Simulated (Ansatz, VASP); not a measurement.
## One calculation of GaSb3, two programs

```xyz
4
Lattice="3.0733 0.0000 0.0000 0.0000 3.1737 0.0000 0.0000 0.0000 11.4033" Properties=species:S:1:pos:R:3 pbc="T T T"
Ga    0.0000    0.0000    0.0000
Sb    0.0000    1.5868    2.9197
Sb    0.0000    0.0000    5.7017
Sb    0.0000    1.5868    8.4836
```

Change from the starting cell: species swapped into the Sn3Pb type (Pmmm, No. 47).

Alike in both runs: task relaxation of cell and atoms; functional PBE; k mesh 6 × 6 × 2; occupations gaussian, width 0.2 eV; no spin polarisation.

```csv
,VASP,Ansatz
version,VASP 6.6.1,Ansatz 0.2.0
potentials or method,"VASP PAW PBE potentials, release 64 (Ga_d, Sb), cutoff 600 eV","scalar-relativistic, plane waves, PAW"
valence electrons in the cell,28,58
```

```csv
,VASP,Ansatz,Ansatz less VASP
"gap on the k mesh at the Fermi level, each at its own relaxed structure (eV)",none,none,-
relaxed volume (Å³/atom),27.31,27.13,-0.179
relaxed cell length with the largest relative difference (Å),3.392,3.364,-0.0279
```

A gap of «none» marks a metal or a gap that the smearing closes. VASP's potentials hold 28 valence electrons a cell and Ansatz's 58, so a difference there can come from the potentials and not from the codes.

Neither program's run includes spin-orbit coupling.
